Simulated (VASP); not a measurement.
# Mg6HO6 in VASP: a series of runs

Mg6HO6 is run at these levels: PBE; tasks: single point.

Program: VASP 6.6.1. These are calculated values, not measurements. Logs are shortened: lines on timing, memory, paths and dates and some standing lists are left out, and cuts for length are marked.

### 1 The cell of the first run

The cell holds a slab with vacuum, 26 atoms: a = 5.325 Å, b = 5.325 Å, c = 17.434 Å, α = 90.00°, β = 90.00°, γ = 60.00°.

### 2 Single point, PBE

File INCAR:

```
PREC = Accurate
ENCUT = 520
EDIFF = 1E-6
ISMEAR = 0
SIGMA = 0.05
LREAL = Auto
LASPH = T
NELM = 80
ALGO = Normal
ISIF = 2
LWAVE = F
LCHARG = T
GGA = PE
LELF = T
LVHAR = T
NBANDS = 68
```

File KPOINTS:

```
regular mesh
0
Gamma
  2 2 1
```

File POSCAR:

```
Mg6HO6
1.0
    5.3245138325      0.0000000967      0.0000000000
    2.6622570000      4.6111641934      0.0000000000
    0.0000000000      0.0000000000     17.4343090000
Mg O H
12 12 2
Direct
    0.0000000000      0.0000000000      0.0573581700
   -0.0000000100      0.5000000300      0.0573581700
    0.5000000300     -0.0000000100      0.0573581700
    0.5000000150      0.5000000150      0.0573581700
    0.6671129564      0.6671129564      0.2001685283
    0.6666336598      0.1658966246      0.2001067116
    0.1658966246      0.6666336598      0.2001067116
    0.1670115549      0.1670115549      0.2003124999
    0.3359857228      0.3359857228      0.3474380763
    0.3314753978      0.8311939197      0.3458311677
    0.8311939197      0.3314753978      0.3458311677
    0.8354483214      0.8354483214      0.3502858754
    0.3333333350      0.8333333700      0.1196985700
    0.3333333450      0.3333333450      0.1196985700
    0.8333333600      0.8333333600      0.1196985700
    0.8333333700      0.3333333350      0.1196985700
   -0.0006352388      0.5003923857      0.2691686398
    0.0000649115      0.0000649115      0.2679991031
    0.5001481954      0.5001481954      0.2673253715
    0.5003923857      0.9993647612      0.2691686398
    0.6671723517      0.1733329170      0.4167001164
    0.6658930795      0.6658930795      0.4109761893
    0.1668025084      0.1668025084      0.4097107954
    0.1733329170      0.6671723517      0.4167001164
    0.1677931927      0.1677931927      0.4647864637
    0.6354365777      0.6354365777      0.4637410791
```

Potentials or basis: VASP PAW PBE potentials, release 64 (Mg, O, H).

Run with:

```
$ cat potpaw_PBE.64/Mg/POTCAR potpaw_PBE.64/O/POTCAR potpaw_PBE.64/H/POTCAR > POTCAR
$ mpirun -np 1 vasp_std > vasp.out
```

OUTCAR:

```text
PREC = Accurate
   ENCUT = 520
   EDIFF = 1E-6
   ISMEAR = 0
   LREAL = Auto
   LASPH = T
   NELM = 80
   ISIF = 2
   GGA = PE

 ion  position               nearest neighbor table
   1  0.000  0.000  0.057-  15 1.88  13 1.88  16 1.88   3 2.66   2 2.66   4 2.66   4 2.66   3 2.66
                             2 2.66   6 2.93   7 2.93   8 2.93
   2  1.000  0.500  0.057-  16 1.88  15 1.88  14 1.88   3 2.66   1 2.66   4 2.66   4 2.66   3 2.66
                             1 2.66   7 2.92   5 2.92   8 2.93
   3  0.500  1.000  0.057-  13 1.88  15 1.88  14 1.88   2 2.66   1 2.66   4 2.66   4 2.66   2 2.66
                             1 2.66   6 2.92   5 2.92   8 2.93
   4  0.500  0.500  0.057-  14 1.88  16 1.88  13 1.88   2 2.66   3 2.66   1 2.66   1 2.66   2 2.66
                             3 2.66   7 2.93   6 2.93   5 2.93
   5  0.667  0.667  0.200-  19 1.93  17 1.95  20 1.95  15 2.08  13 2.08  16 2.08   7 2.65   6 2.65
                             8 2.66   8 2.66   7 2.67   6 2.67   2 2.92   3 2.92   4 2.93  10 2.97
   6  0.667  0.166  0.200-  19 1.94  18 1.94  20 1.95  15 2.08  14 2.08  16 2.08   5 2.65   8 2.66
                             7 2.66   7 2.67   8 2.67   5 2.67   3 2.92   1 2.93   4 2.93  11 2.96
   7  0.166  0.667  0.200-  19 1.94  18 1.94  17 1.95  15 2.08  14 2.08  13 2.08   5 2.65   8 2.66
                             6 2.66   6 2.67   8 2.67   5 2.67   2 2.92   1 2.93   4 2.93  10 2.96
   8  0.167  0.167  0.200-  18 1.94  20 1.95  17 1.95  14 2.08  16 2.08  13 2.08   6 2.66   7 2.66
                             5 2.66   5 2.66   6 2.67   7 2.67   3 2.93   2 2.93   1 2.93  11 2.97
   9  0.336  0.336  0.347-  23 1.90  21 1.95  24 1.95  19 2.06  17 2.07  20 2.07  11 2.62  10 2.62
                            12 2.66  12 2.66  11 2.70  10 2.70   6 2.99   7 2.99   8 3.00
  10  0.331  0.831  0.346-  23 1.91  22 1.92  24 1.93  18 2.04  20 2.05  19 2.05   9 2.62  12 2.63
                            11 2.66  11 2.66  12 2.70   9 2.70   7 2.96   8 2.97   5 2.97
  11  0.831  0.331  0.346-  23 1.91  22 1.92  21 1.93  18 2.04  17 2.05  19 2.05   9 2.62  12 2.63
                            10 2.66  10 2.66  12 2.70   9 2.70   6 2.96   8 2.97   5 2.97
  12  0.835  0.835  0.350-  22 1.89  24 1.94  21 1.94  18 2.09  20 2.09  17 2.09  10 2.63  11 2.63
                             9 2.66   9 2.66  10 2.70  11 2.70   7 3.03   6 3.03   5 3.04
  13  0.333  0.833  0.120-   3 1.88   1 1.88   4 1.88   5 2.08   7 2.08   8 2.08
  14  0.333  0.333  0.120-   4 1.88   2 1.88   3 1.88   6 2.08   7 2.08   8 2.08
  15  0.833  0.833  0.120-   1 1.88   3 1.88   2 1.88   7 2.08   6 2.08   5 2.08
  16  0.833  0.333  0.120-   2 1.88   1 1.88   4 1.88   5 2.08   6 2.08   8 2.08
  17  0.999  0.500  0.269-   5 1.95   7 1.95   8 1.95  11 2.05   9 2.07  12 2.09
  18  0.000  0.000  0.268-   8 1.94   6 1.94   7 1.94  10 2.04  11 2.04  12 2.09
  19  0.500  0.500  0.267-   5 1.93   7 1.94   6 1.94  11 2.05  10 2.05   9 2.06
  20  0.500  0.999  0.269-   5 1.95   6 1.95   8 1.95  10 2.05   9 2.07  12 2.09
  21  0.667  0.173  0.417-  11 1.93  12 1.94   9 1.95
  22  0.666  0.666  0.411-  26 0.96  12 1.89  10 1.92  11 1.92
  23  0.167  0.167  0.410-  25 0.96   9 1.90  11 1.91  10 1.91
  24  0.173  0.667  0.417-  10 1.93  12 1.94   9 1.95
  25  0.168  0.168  0.465-  23 0.96
  26  0.635  0.635  0.464-  22 0.96

  LATTYP: Found a hexagonal cell.
 ALAT       =     5.3245138325
 C/A-ratio  =     3.2743475834

  Lattice vectors:

 A1 = (  -2.6622570000,  -4.6111641934,   0.0000000000)
 A2 = (   5.3245138325,   0.0000000967,   0.0000000000)
 A3 = (   0.0000000000,   0.0000000000,  17.4343090000)

Analysis of symmetry for initial positions (statically):
=====================================================================
 Subroutine PRICEL returns:
 Original cell was already a primitive cell.

 Routine SETGRP: Setting up the symmetry group for a
 hexagonal supercell.

 Subroutine GETGRP returns: Found  2 space group operations
 (whereof  2 operations were pure point group operations)
 out of a pool of 24 trial point group operations.

The static configuration has the point symmetry C_1h.

Analysis of symmetry for dynamics (positions and initial velocities):
=====================================================================
 Subroutine PRICEL returns:
 Original cell was already a primitive cell.

 Routine SETGRP: Setting up the symmetry group for a
 hexagonal supercell.

 Subroutine GETGRP returns: Found  2 space group operations
 (whereof  2 operations were pure point group operations)
 out of a pool of 24 trial point group operations.

The dynamic configuration has the point symmetry C_1h.

 Subroutine INISYM returns: Found  2 space group operations
 (whereof  2 operations are pure point group operations),
 and found     1 'primitive' translations

[... 80 lines left out ...]

  Cartesian coordinates                     Fractional coordinates (reciprocal lattice)
     0.093905288 -0.054216246  0.000000000     0.500000000  0.000000000  0.000000000
    -0.000000002  0.108432488  0.000000000     0.000000000  0.500000000  0.000000000
     0.000000000  0.000000000  0.057358167     0.000000000  0.000000000  1.000000000

  Length of vectors
     0.108432488  0.108432488  0.057358167

  Shift w.r.t. Gamma in fractional coordinates (k-lattice)
     0.000000000  0.000000000  0.000000000

 Subroutine IBZKPT returns following result:
 ===========================================

 Found      3 irreducible k-points:

 Following reciprocal coordinates:
            Coordinates               Weight
  0.000000  0.000000  0.000000      1.000000
  0.500000  0.000000  0.000000      2.000000
  0.500000  0.500000  0.000000      1.000000
   k-points           NKPTS =      3   k-points in BZ     NKDIM =      3   number of bands    NBANDS=     68
   number of dos      NEDOS =    301   number of ions     NIONS =     26
   total plane-waves  NPLWV = 224000
   dimension x,y,z NGX =    40 NGY =   40 NGZ =  140
   dimension x,y,z NGXF=    80 NGYF=   80 NGZF=  280
   ions per type =              12  12   2
   NGX,Y,Z   is equivalent  to a cutoff of  12.49, 12.49, 13.35 a.u.
   NGXF,Y,Z  is equivalent  to a cutoff of  24.98, 24.98, 26.70 a.u.
 SYSTEM =  unknown system
   PREC   = accura    normal or accurate (medium, high low for compatibility)
   ISTART =      0    job   : 0-new  1-cont  2-samecut
   ICHARG =      2    charge: 1-file 2-atom 10-const
   ISPIN  =      1    spin polarized calculation?
   LNONCOLLINEAR =      F non collinear calculations
   LSORBIT =      F    spin-orbit coupling
   LASPH  =      T    aspherical Exc in radial PAW
   ENCUT  =  520.0 eV  38.22 Ry    6.18 a.u.   9.90  9.90 32.42*2*pi/ulx,y,z
   NELM   =     80;   NELMIN=  2; NELMDL= -5     # of ELM steps
   EDIFF  = 0.1E-05   stopping-criterion for ELM
   LREAL  =      T    real-space projection
   EDIFFG = 0.1E-04   stopping-criterion for IOM
   NSW    =      0    number of steps for IOM
   IBRION =     -1    ionic relax: 0-MD 1-quasi-New 2-CG
   NFREE  =      0    steps in history (QN), initial steepest desc. (CG)
   ISIF   =      2    stress and relaxation
   ISYM   =      2    0-nonsym 1-usesym 2-fastsym
   POTIM  = 0.5000    time-step for ionic-motion
   TEBEG  =    0.0;   TEEND  =   0.0 temperature during run
   PSTRESS=    0.0 pullay stress
   NELECT =      98.0000    total number of electrons
   NUPDOWN=      -1.0000    fix difference up-down
   EMIN   =  10.00;   EMAX   =-10.00  energy-range for DOS
   EFERMI =   0.00;   METHOD = LEGACY
   ISMEAR =     0;   SIGMA  =   0.05  broadening in eV -4-tet -1-fermi 0-gaus
   EFERMI_NEDOS =   21; number of points for ismear=-14 and -15
   IALGO  =     38    algorithm
   IMIX   =      4    mixing-type and parameters
     AMIX     =   0.40;   BMIX     =  1.00
     AMIX_MAG =   1.60;   BMIX_MAG =  1.00
  volume/ion in A,a.u.               =      16.46       111.10
  Fermi-wavevector in a.u.,A,eV,Ry     =   1.001502  1.892564 13.646725  1.003006
  Thomas-Fermi vector in A             =   2.133928
   LORBIT       =      0    0 simple, 1 ext, 2 COOP (PROOUT), +10 PAW based schemes
   GGA     = PE    functional components
   LHFCALC =     F    Hartree Fock is set to
   AEXX    =    0.0000 exact exchange contribution
   IVDW    =     0    specifies the selected vdW correction
   LEPSILON=     F    determine dielectric tensor
   LRPA    =     F    only Hartree local field effects (RPA)
 non-spin polarized calculation
 Gauss-broadening in eV      SIGMA  =   0.05
  energy-cutoff  :      520.00
  volume of cell :      428.05
 maximum number of plane-waves:     11540
 NGX is ok and might be reduce to    40
   NGX = 19   NGY = 19   NGZ = 65

 number of electron      98.0000004 magnetization

 Free energy of the ion-electron system (eV)
  ---------------------------------------------------
  ext. energy  EPLUGINS =         0.00000000
  ---------------------------------------------------
  free energy    TOTEN  =      -126.15374164 eV

  energy without entropy =     -126.14984230  energy(sigma->0) =     -126.15179197

 E-fermi :  -0.1998     XC(G=0):  -6.5473

 val. band max:       -0.2818982994   @ k =   0.5000   0.5000   0.0000
 cond. band min:      -0.1394648456   @ k =   0.5000   0.5000   0.0000
 fundamental gap:      0.1424334538
 Fermi energy:        -0.1998349234

 k-point     1 :       0.0000    0.0000    0.0000
  band No.  band energies     occupation
      1     -20.8817      2.00000
      2     -19.7010      2.00000
      3     -19.3389      2.00000
      4     -19.3187      2.00000
      5     -19.3027      2.00000
      6     -19.1778      2.00000
[... 181 lines left out ...]
     60       7.1965      0.00000
     61       7.8255      0.00000
 [bands above 61 left out]

------------------------ aborting loop because EDIFF is reached ----------------------------------------

  FORCE on cell =-STRESS in cart. coord.  units (eV):
  Direction    XX          YY          ZZ          XY          YZ          ZX
  --------------------------------------------------------------------------------------
  -------------------------------------------------------------------------------------
  Total       85.6308528     83.4521964     10.5349183      1.8867718     -0.0097297     -0.0168523
  in kB      320.5129421    312.3583162     39.4317882      7.0621132     -0.0364179     -0.0630777
  external PRESSURE =     224.1010155 kB  Pullay stress =       0.0000000 kB

 VOLUME and BASIS-vectors are now :
 -----------------------------------------------------------------------------
  energy-cutoff  :      520.00
  volume of cell :      428.05
      direct lattice vectors                 reciprocal lattice vectors
     5.324513833  0.000000097  0.000000000     0.187810576 -0.108432491  0.000000000
     2.662257000  4.611164193  0.000000000    -0.000000004  0.216864976  0.000000000
     0.000000000  0.000000000 17.434309000     0.000000000  0.000000000  0.057358167

 POSITION                                       TOTAL-FORCE (eV/Angst)
 -----------------------------------------------------------------------------------
      0.00000      0.00000      1.00000         0.010665      0.006157     -2.557872
      6.65564      2.30558      1.00000        -0.006779     -0.008530     -2.571447
      5.32451      4.61116      1.00000        -0.010777     -0.001605     -2.571447
      3.99339      2.30558      1.00000         0.006104      0.003524     -2.550871
      5.32808      3.07617      3.48980        -0.003904     -0.002254     -0.032496
      3.99116      0.76498      3.48872         0.002154      0.002636     -0.032135
[... 18 lines left out ...]
      1.34013      0.77372      8.10323         0.000034      0.000020      0.087609
      5.07509      2.93010      8.08501        -0.011998     -0.006927      0.071074
 -----------------------------------------------------------------------------------
    total drift:                                0.004786      0.002763     -0.027894

  FREE ENERGIE OF THE ION-ELECTRON SYSTEM (eV)
  ---------------------------------------------------
  free  energy   TOTEN  =      -126.1537416367 eV

  energy  without entropy=     -126.1498422951  energy(sigma->0) =     -126.15179197
```

Run time: 2.5 min. Hardware: 1 thread of Intel Xeon 6975P-C (Granite Rapids), shared host; peak memory 0.5 GiB.

What came out:

```
Free energy            : -126.1537 eV
Largest force          : 2.620 eV/Å
Band gap on the k mesh : zero (bands 49 and 50 overlap by 0.30 eV)
```

Forces on the atoms (eV/Å):
```
Mg   0.011  0.006 -2.558
Mg  -0.007 -0.009 -2.571
Mg  -0.011 -0.002 -2.571
Mg   0.006  0.004 -2.551
Mg  -0.004 -0.002 -0.032
Mg   0.002  0.003 -0.032
Mg   0.003  0.001 -0.032
Mg  -0.003 -0.002 -0.034
Mg  -0.015 -0.009 -0.044
Mg   0.015  0.012 -0.042
Mg   0.018  0.007 -0.042
Mg  -0.019 -0.011 -0.045
O    0.012  0.021  2.581
O   -0.025 -0.014  2.620
O   -0.013 -0.007  2.620
O    0.024  0.000  2.581
O    0.004  0.001  0.032
O   -0.004 -0.002  0.038
O   -0.001  0.000  0.045
O    0.003  0.003  0.032
O    0.000  0.004  0.009
O    0.008  0.005 -0.077
O    0.001  0.001 -0.095
O    0.003 -0.001  0.009
H    0.000  0.000  0.088
H   -0.012 -0.007  0.071
```

Levels at points of the mesh, in eV from the Fermi level:
```csv
k point,band 45,band 46,band 47,band 48,band 49,band 50,band 51,band 52,band 53,band 54
"(0.00, 0.00, 0.00)",-1.12,-1.09,-0.36,0.11,0.22,2.87,2.87,2.88,4.29,4.76
"(0.50, 0.00, 0.00)",-1.30,-1.27,-0.31,-0.29,-0.09,-0.09,2.44,2.44,6.05,6.07
"(0.50, 0.50, 0.00)",-1.21,-1.06,-0.97,-0.09,-0.08,0.06,2.44,2.44,5.71,6.14
```

Caveat: the k points lie up to 0.68 Å⁻¹ apart.

(Continued in part 2 of 3.)
